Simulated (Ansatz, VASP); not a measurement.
Two plane-wave programs on Ge

```
Ge
1.0
     2.70130    0.00000    0.00000
     0.00000    2.70130    0.00000
     0.00000    0.00000    2.72809
Ge
1
Direct
  0.50000 0.50000 0.00000
```

Alike in both runs: functional PBE; k mesh 6 × 6 × 6; occupations gaussian, width 0.1 eV; no spin polarisation.

Ansatz relaxed the structure, and its values are those at the end. VASP's run is a single point on that final structure, the one shown.

|  | VASP | Ansatz |
| --- | --- | --- |
| version | VASP 6.6.1 | Ansatz 0.2.0 |
| potentials or method | VASP PAW PBE potentials, release 64 (Ge_d), cutoff 520 eV | scalar-relativistic, plane waves, PAW |
| valence electrons in the cell | 14 | 14 |

```csv
,VASP,Ansatz,Ansatz less VASP
gap on the k mesh at the Fermi level (eV),none,none,-
pressure (GPa),-0.3,-0.2,+0.07
```

A gap of «none» marks a metal or a gap that the smearing closes.

The k mesh is coarse, so the values compare programs but aren't converged.
